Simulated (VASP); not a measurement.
## Mo: single point with PBE

Mo:

```
CELL_PARAMETERS angstrom
-1.61431 1.61431 1.61431
1.61431 -1.61431 1.61431
1.61431 1.61431 -1.61431
ATOMIC_POSITIONS crystal
Mo 0.00000 0.00000 0.00000
```

```yaml
Program: VASP 6.6.1
Task: single point
Functional: PBE
Potentials_or_basis: VASP PAW PBE potentials, release 64 (Mo_sv)
Cutoff: 520 eV
k_mesh: 13 × 13 × 13
Occupations: fermi-dirac, width 0.1 eV
Spin: no spin polarisation
```

- Pressure: -14.1 GPa
- Band gap on the k mesh: zero (band 7 reaches 14.68 eV, above the bottom of band 8 at 10.21 eV)

Levels at points of the mesh, in eV from the Fermi level:
```
           k point  band 5  band 6  band 7  band 8  band 9  band 10
(0.00, 0.00, 0.00)   -7.04   -1.29   -1.29   -1.29    1.47     1.47
```

Wall time 14 s on 1 thread of Intel Xeon 6975P-C, with other jobs on the host, peak memory 0.15 GiB.
